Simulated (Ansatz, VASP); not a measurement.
# Y: VASP beside Ansatz

The input POSCAR:

```
Y
1.0
    0.0000000000      3.5440661240      3.5440661240
    3.5440661240      0.0000000000      3.5440661240
    3.5440661240      3.5440661240      0.0000000000
Y
2
Direct
    0.1250000000      0.1250000000      0.1250000000
    0.8750000000      0.8750000000      0.8750000000
```

The input INCAR.step1:

```
PREC = Accurate
ENCUT = 520
ISMEAR = -1
SIGMA = 0.1
LREAL = F
LASPH = T
NELM = 80
NBANDS = 18
GGA = PE
ALGO = Normal
EDIFF = 1E-4
LWAVE = T
LCHARG = F
```

File INCAR.step2:

```
PREC = Accurate
ENCUT = 520
EDIFF = 1E-7
ISMEAR = -1
SIGMA = 0.1
LREAL = F
LASPH = T
NELM = 80
ALGO = Normal
ISIF = 2
LWAVE = F
LCHARG = F
METAGGA = R2SCAN
LMIXTAU = T
NBANDS = 18
ISTART = 1
```

KPOINTS

```
Automatic mesh
0
Gamma
  9 9 9
```

Input for Ansatz:

```yaml
crystal:
  lattice:
    - [0.0, 3.544066124, 3.544066124]
    - [3.544066124, 0.0, 3.544066124]
    - [3.544066124, 3.544066124, 0.0]
  atoms:
    - { symbol: "Y", position: [0.125, 0.125, 0.125] }
    - { symbol: "Y", position: [0.875, 0.875, 0.875] }
hamiltonian:
  xc: r2scan
  pseudopotentials:
    kind: paw
    azcp:
      "Y": "pseudopotentials/Y.paw.azcp"
basis:
  ecutwfc: 500
  fft_grid_basis: typed
kpoints:
  mp_grid: { grid: [9, 9, 9], shift: [0, 0, 0] }
magnetization:
  spin_polarized: false
scf:
  occupations: { method: fermi_dirac, width: 0.1 }
  lower_state_search: "off"
output:
  stress: true
```

Alike in both runs: task single point; functional r2SCAN; k mesh 9 × 9 × 9; occupations fermi-dirac, width 0.1 eV; no spin polarisation.

|  | VASP | Ansatz |
| --- | --- | --- |
| version | VASP 6.6.1 | Ansatz 0.2.0 |
| potentials or method | VASP PAW PBE potentials, release 64 (Y_sv), cutoff 520 eV | plane waves (500 eV) with PAW, scalar-relativistic |
| valence electrons in the cell | 22 | 22 |

```tsv
	VASP	Ansatz	Ansatz less VASP
pressure (GPa)	-0.7	-0.7	-0.04
```

VASP's potentials were made for PBE, not for r2SCAN. The functional is the same, so the differences come from potentials, cutoffs and numerics.
